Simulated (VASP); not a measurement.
Set up this calculation in VASP 6.6.1, as the native input.

```
Task                   : single point
Functional             : PBE
Potentials or basis    : VASP PAW PBE potentials, release 64 (Te, Sn_d)
Cutoff                 : 520 eV
k mesh                 : 7 × 7 × 7
Occupations            : gaussian, width 0.022 eV
Spin                   : no spin polarisation
Dipole correction      : no
Further INCAR settings : ALGO = Normal; EDIFF = 1e-06; NBANDS = 17
```

The structure of SnTe lies in POSCAR:

```
SnTe
1.0
    0.0000000000      3.1508500000      3.1508500000
    3.1508500000      0.0000000000      3.1508500000
    3.1508500000      3.1508500000      0.0000000000
Te Sn
1 1
Direct
    0.5000000000      0.5000000000      0.5000000000
    0.0000000000      0.0000000000      0.0000000000
```

The input as run:

INCAR

```
ALGO     = Normal         # electronic algorithm
EDIFF    = 1E-6           # SCF threshold, eV
ENCUT    = 520            # plane-wave cutoff, eV
GGA      = PE             # functional
ISIF     = 2              # what is computed and relaxed
ISMEAR   = 0              # smearing method
LASPH    = True           # aspherical terms in the spheres
LCHARG   = True           # write CHGCAR
LELF     = True           # ELF
LREAL    = False          # projectors in reciprocal space
LVHAR    = True         
LWAVE    = False          # write WAVECAR
NBANDS   = 17             # bands
NELM     = 60             # most SCF steps
PREC     = Accurate       # precision mode
SIGMA    = 0.022          # smearing width, eV
```

KPOINTS

```
k-points
0
Gamma
  7 7 7
```

Potentials or basis: VASP PAW PBE potentials, release 64 (Te, Sn_d).

The run is started by

```bash
$ cat potpaw_PBE.64/Te/POTCAR potpaw_PBE.64/Sn_d/POTCAR > POTCAR
$ mpirun -np 1 vasp_std > vasp.out
```

It gave:

| Item | Value |
| --- | --- |
| Pressure | 2.2 GPa |

Run time: 19 s on 1 thread of Intel(R) Xeon(R) Platinum 8488C (Sapphire Rapids), with other jobs on the host, peak memory 0.2 GiB.
